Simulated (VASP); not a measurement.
# Li3ZrN (Cmmm) in VASP: single point with PBE

Aim: the single point of Li3ZrN with PBE.

Program: VASP 6.6.1. These are calculated values, not measurements. Logs are shortened: lines on timing, memory, paths and dates and some standing lists are left out, and cuts for length are marked.

### Step 1. The cell of the first run

The structure is orthorhombic, space group Cmmm (No. 65). Conventional cell: a = 3.308 Å, b = 15.370 Å, c = 4.403 Å, α = 90.00°, β = 90.00°, γ = 90.00°. Within 4.0 Å of Li (site symmetry m2m) lie 2 Zr at 3.02 Å and 8 Li at 3.10 to 3.74 Å and 2 N at 3.36 Å. Li (site symmetry mmm) has 2 N at 1.65 Å and 2 Zr at 2.20 Å within 2.3 Å. Within 2.9 Å of Zr (site symmetry mmm) lie 2 Li at 2.20 Å and 4 N at 2.75 Å. N (site symmetry mmm) has 2 Li at 1.65 Å within 2.2 Å.

The cell was built from a structure type or drawn by symmetry, and may not be a known phase.

### Step 2. Single point, PBE, collinear spin

Contents of INCAR:

```
  PREC = Accurate
  ENCUT = 520
  EDIFF = 1E-6
  ISMEAR = 0
  SIGMA = 0.1
  LREAL = F
  LASPH = T
  NELM = 150
  ALGO = Normal
  ISIF = 2
  LWAVE = F
  LCHARG = T
  ISPIN = 2
  MAGMOM = 0 0 0 1 0
  LORBIT = 11
  LMAXMIX = 4
  GGA = PE
  LELF = T
  LVHAR = T
  NBANDS = 25
```

Contents of KPOINTS:

```
regular mesh
0
Gamma
  6 6 4
```

Contents of POSCAR:

```
Li3ZrN
1.0
    1.6537961170     -7.6850428383      0.0000000000
    1.6537961170      7.6850428383      0.0000000000
    0.0000000000      0.0000000000      4.4030461909
Li Zr N
3 1 1
Direct
    0.3352570174      0.6647429826      0.5000000000
    0.6647429826      0.3352570174      0.5000000000
    0.0000000000      0.0000000000      0.0000000000
    0.0000000000      0.0000000000      0.5000000000
    0.5000000000      0.5000000000      0.0000000000
```

Potentials or basis: VASP PAW PBE potentials, release 64 (Li_sv, Zr_sv, N).

Started as:

```
cat potpaw_PBE.64/Li_sv/POTCAR potpaw_PBE.64/Zr_sv/POTCAR potpaw_PBE.64/N/POTCAR > POTCAR
mpirun -np 1 vasp_std > vasp.out
```

OUTCAR:

```text
PREC = Accurate
   ENCUT = 520
   EDIFF = 1E-6
   ISMEAR = 0
   LREAL = F
   LASPH = T
   NELM = 150
   ISIF = 2
   ISPIN = 2
   LORBIT = 11
   GGA = PE

 ion  position               nearest neighbor table
   1  0.335  0.665  0.500-   4 3.02   4 3.02
   2  0.665  0.335  0.500-   4 3.02   4 3.02
   3  0.000  0.000  0.000-   5 1.65   5 1.65   4 2.20   4 2.20
   4  0.000  0.000  0.500-   3 2.20   3 2.20   5 2.75   5 2.75   5 2.75   5 2.75   2 3.02   1 3.02
                             2 3.02   1 3.02
   5  0.500  0.500  0.000-   3 1.65   3 1.65   4 2.75   4 2.75   4 2.75   4 2.75

  LATTYP: Found a base centered orthorhombic cell.
 ALAT       =     3.3075922340
 B/A-ratio  =     4.6469106798
 C/A-ratio  =     1.3311937746

  Lattice vectors:

 A1 = (   1.6537961170,  -7.6850428383,   0.0000000000)
 A2 = (   1.6537961170,   7.6850428383,   0.0000000000)
 A3 = (   0.0000000000,   0.0000000000,   4.4030461909)

Analysis of symmetry for initial positions (statically):
=====================================================================
 Subroutine PRICEL returns:
 Original cell was already a primitive cell.

 Routine SETGRP: Setting up the symmetry group for a
 base centered orthorhombic supercell.

 Subroutine GETGRP returns: Found  8 space group operations
 (whereof  8 operations were pure point group operations)
 out of a pool of  8 trial point group operations.

The static configuration has the point symmetry D_2h.

Analysis of symmetry for dynamics (positions and initial velocities):
=====================================================================
 Subroutine PRICEL returns:
 Original cell was already a primitive cell.

 Routine SETGRP: Setting up the symmetry group for a
 base centered orthorhombic supercell.

 Subroutine GETGRP returns: Found  8 space group operations
 (whereof  8 operations were pure point group operations)
 out of a pool of  8 trial point group operations.

The dynamic configuration has the point symmetry D_2h.

Analysis of structural, dynamic, and magnetic symmetry:
=====================================================================
 Subroutine PRICEL returns:
 Original cell was already a primitive cell.

 Routine SETGRP: Setting up the symmetry group for a
 base centered orthorhombic supercell.

 Subroutine GETGRP returns: Found  8 space group operations
 (whereof  8 operations were pure point group operations)
 out of a pool of  8 trial point group operations.

The overall configuration has the point symmetry D_2h.

 Subroutine INISYM returns: Found  8 space group operations
 (whereof  8 operations are pure point group operations),
 and found     1 'primitive' translations

----------------------------------------------------------------------------------------

                                     Primitive cell

  volume of cell :     111.9210

  direct lattice vectors                    reciprocal lattice vectors
     1.653796117 -7.685042838  0.000000000     0.302334728 -0.065061446  0.000000000
     1.653796117  7.685042838  0.000000000     0.302334728  0.065061446  0.000000000
     0.000000000  0.000000000  4.403046191     0.000000000  0.000000000  0.227115492

  length of vectors
     7.860974814  7.860974814  4.403046191     0.309256010  0.309256010  0.227115492

  position of ions in fractional coordinates (direct lattice)
     0.335257017  0.664742983  0.500000000
     0.664742983  0.335257017  0.500000000
     0.000000000  0.000000000  0.000000000
     0.000000000  0.000000000  0.500000000
     0.500000000  0.500000000  0.000000000

  ion indices of the primitive-cell ions
   primitive index   ion index
                 1           1
                 2           2
                 3           3
                 4           4
                 5           5

----------------------------------------------------------------------------------------

 KPOINTS: regular mesh

Automatic generation of k-mesh.
 Grid dimensions read from file:
 generate k-points for:    6    6    4

 Generating k-lattice:

  Cartesian coordinates                     Fractional coordinates (reciprocal lattice)
     0.050389121 -0.010843574  0.000000000     0.166666667  0.000000000  0.000000000
     0.050389121  0.010843574  0.000000000     0.000000000  0.166666667  0.000000000
     0.000000000  0.000000000  0.056778873     0.000000000  0.000000000  0.250000000

  Length of vectors
     0.051542668  0.051542668  0.056778873

  Shift w.r.t. Gamma in fractional coordinates (k-lattice)
     0.000000000  0.000000000  0.000000000

 Subroutine IBZKPT returns following result:
 ===========================================

 Found     39 irreducible k-points:

 Following reciprocal coordinates:
            Coordinates               Weight
  0.000000  0.000000  0.000000      1.000000
  0.166667 -0.000000  0.000000      4.000000
  0.333333  0.000000  0.000000      4.000000
  0.500000  0.000000  0.000000      2.000000
  0.166667  0.166667  0.000000      2.000000
  0.333333  0.166667  0.000000      4.000000
[... 16 lines left out ...]
  0.333333  0.333333  0.250000      4.000000
  0.500000  0.333333  0.250000      8.000000
 [... further k-points ...]
   k-points           NKPTS =     39   k-points in BZ     NKDIM =     39   number of bands    NBANDS=     25
   number of dos      NEDOS =    301   number of ions     NIONS =      5
   total plane-waves  NPLWV = 129600
   dimension x,y,z NGX =    60 NGY =   60 NGZ =   36
   dimension x,y,z NGXF=   120 NGYF=  120 NGZF=   72
   ions per type =               3   1   1
   NGX,Y,Z   is equivalent  to a cutoff of  12.69, 12.69, 13.59 a.u.
   NGXF,Y,Z  is equivalent  to a cutoff of  25.38, 25.38, 27.19 a.u.
 SYSTEM =  unknown system
   PREC   = accura    normal or accurate (medium, high low for compatibility)
   ISTART =      0    job   : 0-new  1-cont  2-samecut
   ICHARG =      2    charge: 1-file 2-atom 10-const
   ISPIN  =      2    spin polarized calculation?
   LNONCOLLINEAR =      F non collinear calculations
   LSORBIT =      F    spin-orbit coupling
   LASPH  =      T    aspherical Exc in radial PAW
   ENCUT  =  520.0 eV  38.22 Ry    6.18 a.u.  14.62 14.62  8.19*2*pi/ulx,y,z
   NELM   =    150;   NELMIN=  2; NELMDL= -5     # of ELM steps
   EDIFF  = 0.1E-05   stopping-criterion for ELM
   LREAL  =      F    real-space projection
   EDIFFG = 0.1E-04   stopping-criterion for IOM
   NSW    =      0    number of steps for IOM
   IBRION =     -1    ionic relax: 0-MD 1-quasi-New 2-CG
   NFREE  =      0    steps in history (QN), initial steepest desc. (CG)
   ISIF   =      2    stress and relaxation
   ISYM   =      2    0-nonsym 1-usesym 2-fastsym
   POTIM  = 0.5000    time-step for ionic-motion
   TEBEG  =    0.0;   TEEND  =   0.0 temperature during run
   PSTRESS=    0.0 pullay stress
   NELECT =      26.0000    total number of electrons
   NUPDOWN=      -1.0000    fix difference up-down
   EMIN   =  10.00;   EMAX   =-10.00  energy-range for DOS
   EFERMI =   0.00;   METHOD = LEGACY
   ISMEAR =     0;   SIGMA  =   0.10  broadening in eV -4-tet -1-fermi 0-gaus
   EFERMI_NEDOS =   21; number of points for ismear=-14 and -15
   IALGO  =     38    algorithm
   IMIX   =      4    mixing-type and parameters
     AMIX     =   0.40;   BMIX     =  1.00
     AMIX_MAG =   1.60;   BMIX_MAG =  1.00
  volume/ion in A,a.u.               =      22.38       151.06
  Fermi-wavevector in a.u.,A,eV,Ry     =   1.006380  1.901783 13.779998  1.012801
  Thomas-Fermi vector in A             =   2.139119
   LORBIT       =     11    0 simple, 1 ext, 2 COOP (PROOUT), +10 PAW based schemes
   GGA     = PE    functional components
   LHFCALC =     F    Hartree Fock is set to
   AEXX    =    0.0000 exact exchange contribution
   IVDW    =     0    specifies the selected vdW correction
   LEPSILON=     F    determine dielectric tensor
   LRPA    =     F    only Hartree local field effects (RPA)
 spin polarized calculation
 Gauss-broadening in eV      SIGMA  =   0.10
  energy-cutoff  :      520.00
  volume of cell :      111.92
 maximum number of plane-waves:      3032
 NGX is ok and might be reduce to    60
   NGX = 29   NGY = 29   NGZ = 17

 number of electron      25.9999994 magnetization       0.4640680

 Free energy of the ion-electron system (eV)
  ---------------------------------------------------
  ext. energy  EPLUGINS =         0.00000000
  ---------------------------------------------------
  free energy    TOTEN  =       -18.52247346 eV

  energy without entropy =      -18.50635034  energy(sigma->0) =      -18.51441190

 E-fermi :   1.8542     XC(G=0):  -7.4385

 val. band max:        1.8331680071   @ k =  -0.3333   0.1667   0.5000
 cond. band min:       1.8546558766   @ k =   0.5000   0.1667   0.0000
 fundamental gap:      0.0214878695
 Fermi energy:         1.8542376138

 spin component 1

 k-point     1 :       0.0000    0.0000    0.0000
  band No.  band energies     occupation
      1     -47.8764      1.00000
      2     -45.0597      1.00000
      3     -45.0548      1.00000
      4     -43.1430      1.00000
      5     -26.1266      1.00000
      6     -25.8739      1.00000
[... 17 lines left out ...]
     24      10.5352      0.00000
     25      10.7360      0.00000

 k-point     2 :       0.1667   -0.0000    0.0000
  band No.  band energies     occupation
      1     -47.8687      1.00000
      2     -45.0588      1.00000
      3     -45.0546      1.00000
      4     -43.1415      1.00000
      5     -26.1159      1.00000
      6     -25.8641      1.00000
[... 17 lines left out ...]
     24       9.1055      0.00000
     25       9.9574      0.00000
[... 586 lines left out ...]
     24       9.1674      0.00000
     25       9.6681      0.00000

 k-point    24 :       0.5000    0.3333    0.2500
  band No.  band energies     occupation
      1     -47.8620      1.00000
      2     -45.0588      1.00000
      3     -45.0545      1.00000
      4     -43.1567      1.00000
      5     -26.0830      1.00000
      6     -25.8630      1.00000
[... 17 lines left out ...]
     24      10.4050      0.00000
     25      10.7664      0.00000

 [... further k-points ...]

 spin component 2

 k-point     1 :       0.0000    0.0000    0.0000
  band No.  band energies     occupation
      1     -47.6673      1.00000
      2     -45.0618      1.00000
      3     -45.0569      1.00000
      4     -43.1181      1.00000
      5     -25.9085      1.00000
      6     -25.6251      1.00000
[... 17 lines left out ...]
     24      10.6250      0.00000
     25      10.8074      0.00000

 k-point     2 :       0.1667   -0.0000    0.0000
  band No.  band energies     occupation
      1     -47.6598      1.00000
      2     -45.0609      1.00000
      3     -45.0567      1.00000
      4     -43.1165      1.00000
      5     -25.8979      1.00000
      6     -25.6155      1.00000
[... 17 lines left out ...]
     24       9.2041      0.00000
     25      10.1234      0.00000
[... 586 lines left out ...]
     24       9.3316      0.00000
     25       9.8198      0.00000

 k-point    24 :       0.5000    0.3333    0.2500
  band No.  band energies     occupation
      1     -47.6529      1.00000
      2     -45.0610      1.00000
      3     -45.0565      1.00000
      4     -43.1317      1.00000
      5     -25.8660      1.00000
      6     -25.6144      1.00000
[... 17 lines left out ...]
     24      10.5556      0.00000
     25      10.7683      0.00000

 [... further k-points ...]
[... 5 lines left out ...]
  --------------------------------------------------------------------------------------
  -------------------------------------------------------------------------------------
  Total        0.2669543     -0.0151301      0.2112808     -0.0000000      0.0000000      0.0000000
  in kB        3.8215189     -0.2165915      3.0245386     -0.0000000      0.0000000      0.0000000
  external PRESSURE =       2.2098220 kB  Pullay stress =       0.0000000 kB

 VOLUME and BASIS-vectors are now :
 -----------------------------------------------------------------------------
  energy-cutoff  :      520.00
  volume of cell :      111.92
      direct lattice vectors                 reciprocal lattice vectors
     1.653796117 -7.685042838  0.000000000     0.302334728 -0.065061446  0.000000000
     1.653796117  7.685042838  0.000000000     0.302334728  0.065061446  0.000000000
     0.000000000  0.000000000  4.403046191     0.000000000  0.000000000  0.227115492

 POSITION                                       TOTAL-FORCE (eV/Angst)
 -----------------------------------------------------------------------------------
      1.65380      2.53211      2.20152         0.000000      0.043530      0.000000
      1.65380     -2.53211      2.20152         0.000000     -0.043530      0.000000
      0.00000      0.00000      0.00000        -0.000000     -0.000000      0.000000
      0.00000      0.00000      2.20152         0.000000     -0.000000      0.000000
      1.65380      0.00000      0.00000         0.000000      0.000000      0.000000
 -----------------------------------------------------------------------------------
    total drift:                                0.000000      0.000000      0.000000

  FREE ENERGIE OF THE ION-ELECTRON SYSTEM (eV)
  ---------------------------------------------------
  free  energy   TOTEN  =       -18.5224734556 eV

  energy  without entropy=      -18.5063503415  energy(sigma->0) =      -18.51441190

 total charge

# of ion       s       p       d       tot
------------------------------------------
    1        2.031   0.034   0.000   2.065
    2        2.031   0.034   0.000   2.065
    3        2.111   0.256   0.000   2.367
    4        2.188   5.917   1.666   9.772
    5        1.278   2.287   0.000   3.564
--------------------------------------------------
tot          9.639   8.528   1.666  19.833

 magnetization (x)

# of ion       s       p       d       tot
------------------------------------------
    1       -0.000  -0.001   0.000  -0.001
    2       -0.000  -0.001   0.000  -0.001
    3        0.002   0.018   0.000   0.020
    4        0.009   0.004   0.330   0.343
    5       -0.002  -0.031   0.000  -0.032
--------------------------------------------------
tot          0.009  -0.010   0.330   0.329
```

Run time: 6.4 min. Hardware: 1 thread of Intel Xeon Platinum 8259CL at 2.50GHz (Skylake/Cascade Lake), shared host; peak memory 0.53 GiB.

What came out:

| Item | Value |
| --- | --- |
| Free energy | -18.5225 eV |
| Largest force | 0.044 eV/Å |
| Net moment | 0.46 μB per cell |
| Site moments | Li -0.00, +0.02 (each value once); Zr +0.34; N -0.03 μB |
| Valence electrons inside the program's atomic spheres | Li 2.06, 2.37 (each value once); Zr 9.77; N 3.56 |

Forces in eV/Å, atoms in the order of the input:
```
Li   0.000  0.044  0.000
Li   0.000 -0.044  0.000
Li   0.000  0.000  0.000
Zr   0.000  0.000  0.000
N    0.000  0.000  0.000
```

Levels at points of the mesh, in eV from the Fermi level:
Spin up:
| k point | band 11 | band 12 | band 13 | band 14 | band 15 | band 16 |
| --- | --- | --- | --- | --- | --- | --- |
| (0.00, 0.00, 0.00) | -2.52 | -2.44 | -1.33 | 0.25 | 0.42 | 1.33 |
| (0.50, 0.00, 0.00) | -2.49 | -0.58 | 0.41 | 0.58 | 0.91 | 2.19 |
| (0.50, 0.50, 0.00) | -2.43 | -2.17 | -0.96 | -0.82 | 0.21 | 1.72 |
| (0.00, 0.00, 0.50) | -3.25 | -1.40 | -0.81 | 0.31 | 0.65 | 1.00 |
| (0.50, 0.00, 0.50) | -1.48 | -0.98 | -0.34 | -0.18 | -0.12 | 1.25 |
| (0.50, 0.50, 0.50) | -3.26 | -1.27 | -0.55 | -0.49 | 1.05 | 1.92 |
Spin down:
| k point | band 10 | band 11 | band 12 | band 13 | band 14 | band 15 | band 16 | band 17 |
| --- | --- | --- | --- | --- | --- | --- | --- | --- |
| (0.00, 0.00, 0.00) | -2.72 | -2.45 | -2.42 | -1.03 | 0.53 | 0.60 | 1.38 | 2.06 |
| (0.50, 0.00, 0.00) | -2.74 | -2.39 | -0.46 | 0.40 | 0.75 | 1.30 | 2.40 | 2.49 |
| (0.50, 0.50, 0.00) | -2.72 | -2.45 | -1.90 | -1.09 | -0.45 | 0.56 | 2.00 | 2.16 |
| (0.00, 0.00, 0.50) | -3.27 | -3.16 | -1.25 | -0.47 | 0.27 | 0.81 | 1.02 | 1.89 |
| (0.50, 0.00, 0.50) | -1.75 | -1.52 | -0.66 | -0.17 | 0.16 | 0.24 | 1.34 | 1.42 |
| (0.50, 0.50, 0.50) | -3.27 | -3.22 | -0.98 | -0.62 | -0.12 | 0.97 | 2.06 | 2.12 |

Caveat: the cutoff is under 1.25 times the usual one of these potentials, so pressure, stress and relaxed cells hold a basis-set (Pulay) error.
